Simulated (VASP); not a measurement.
## LiH (rocksalt type): single point with PBE

LiH (rocksalt type):

```
CELL_PARAMETERS angstrom
0.00000 2.03424 1.94339
2.03424 0.00000 1.94339
2.03424 2.03424 0.00000
ATOMIC_POSITIONS crystal
Li 0.00000 0.00000 0.00000
H 0.50000 0.50000 0.50000
```

This cell differs from its parent crystal: z stretched by -3 % at fixed volume.

```json
{"Program": "VASP 6.6.1", "Task": "single point", "Functional": "PBE", "Potentials or basis": "VASP PAW PBE potentials, release 64 (Li_sv, H)", "Cutoff": "520 eV", "k mesh": "14 × 14 × 14", "Occupations": "fermi-dirac, width 0.08 eV", "Spin": "no spin polarisation", "Dipole correction": "no", "Further INCAR settings": "ALGO = Normal; EDIFF = 1e-07; NBANDS = 9"}
```

The band gap on the k mesh is 2.55 eV, indirect (least direct gap 2.89 eV).

Levels at points of the mesh, in eV from the valence-band top:
| k point | band 1 | band 2 | band 3 | band 4 | band 5 | band 6 |
| --- | --- | --- | --- | --- | --- | --- |
| (0.00, 0.00, 0.00) | -44.51 | -5.66 | 15.83 | 17.43 | 17.83 | 17.83 |
| (0.50, 0.00, 0.00) | -44.47 | -2.86 | 4.71 | 13.33 | 15.85 | 16.89 |
| (0.50, 0.50, 0.00) | -44.45 | 0.00 | 3.18 | 10.11 | 10.11 | 13.29 |
| (0.50, 0.00, 0.50) | -44.46 | -0.34 | 2.55 | 10.66 | 11.06 | 14.02 |

It took 37 s on 1 thread of Intel Xeon 8259CL, on a shared host, peak memory 0.15 GiB.

 A k mesh can miss the band edges.
